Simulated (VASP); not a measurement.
BaTiO3:

```
Ba Ti O
1.0
     4.05243    0.00000    0.00000
     0.00000    4.05243    0.00000
     0.00000    0.00000    4.07087
Ba Ti O
1 1 3
Direct
  0.00000 0.00000 0.00000
  0.50000 0.50000 0.49000
  0.00000 0.50000 0.51700
  0.50000 0.00000 0.51700
  0.50000 0.50000 0.01900
```

Base run:

```yaml
Program: VASP 6.6.1
Functional: RPBE
Dispersion: D3(BJ)
Potentials_or_basis: VASP PAW PBE potentials, release 64 (Ba_sv, Ti_sv, O)
Cutoff: 520 eV
k_mesh: 7 × 7 × 7
Occupations: fermi-dirac, width 0.05 eV
Spin: no spin polarisation
```

Its results: band gap on the k mesh 1.82 eV, indirect (least direct gap 2.04 eV); pressure -22.4 GPa; largest force 0.469 eV/Å.

Problem. After a change of settings the same cell gave: band gap on the k mesh 1.79 eV, indirect (least direct gap 2.01 eV); pressure -5.7 GPa; largest force 0.519 eV/Å. Which change was it?
A. functional from RPBE to PBE; potentials or basis from VASP PAW PBE potentials, release 64 (Ba_sv, Ti_sv, O) to VASP PAW PBE potentials, release 64 (Ba_sv, Ti_sv, O_h); cutoff from 520 eV to 910 eV
B. functional from RPBE to PBE; dispersion from D3(BJ) to none
C. functional from RPBE to r2SCAN; dispersion from D3(BJ) to none
D. functional from RPBE to BLYP; dispersion from D3(BJ) to D4

Solution. A.

Caveats: spin-orbit coupling is left out, which moves the levels of the heavy elements; the PAW data sets were made with another functional, which shifts forces and pressure a little (some runs); the cutoff is under 1.25 times the usual one of these potentials, so pressure, stress and relaxed cells hold a basis-set (Pulay) error (some runs).
